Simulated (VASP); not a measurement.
## PPt: single point with r2SCAN

Crystal: PPt.

```
Pt P
1.0
     0.00000    2.64380    2.64380
     2.64380    0.00000    2.64380
     2.64380    2.64380    0.00000
Pt P
1 1
Direct
  0.00000 0.00000 0.00000
  0.25000 0.25000 0.25000
```

This cell differs from its parent crystal: volume scaled by 0.980.

```
Program             : VASP 6.6.1
Task                : single point
Functional          : r2SCAN
Potentials or basis : VASP PAW PBE potentials, release 64 (Pt, P)
Cutoff              : 520 eV
k mesh              : 12 × 12 × 12
Occupations         : gaussian, width 0.05 eV
Spin                : no spin polarisation
```

```yaml
Pressure: 3.1 GPa
```

Levels at points of the mesh, in eV from the Fermi level:
```
           k point  band 5  band 6  band 7  band 8  band 9  band 10
(0.00, 0.00, 0.00)   -4.20   -4.20    3.72    4.36    4.36     4.36
(0.50, 0.00, 0.00)   -3.89   -3.89   -3.34    1.67    1.67     4.66
(0.50, 0.50, 0.00)   -3.91   -3.51   -3.21   -1.20   -1.20     6.24
```

Run time: 93 s on 1 thread of Intel(R) Xeon(R) Platinum 8488C (Sapphire Rapids), with other jobs on the host, peak memory 0.19 GiB.

Caveat: the PAW data sets were made with another functional, which shifts forces and pressure a little; spin-orbit coupling is left out, which moves the levels of the heavy elements.
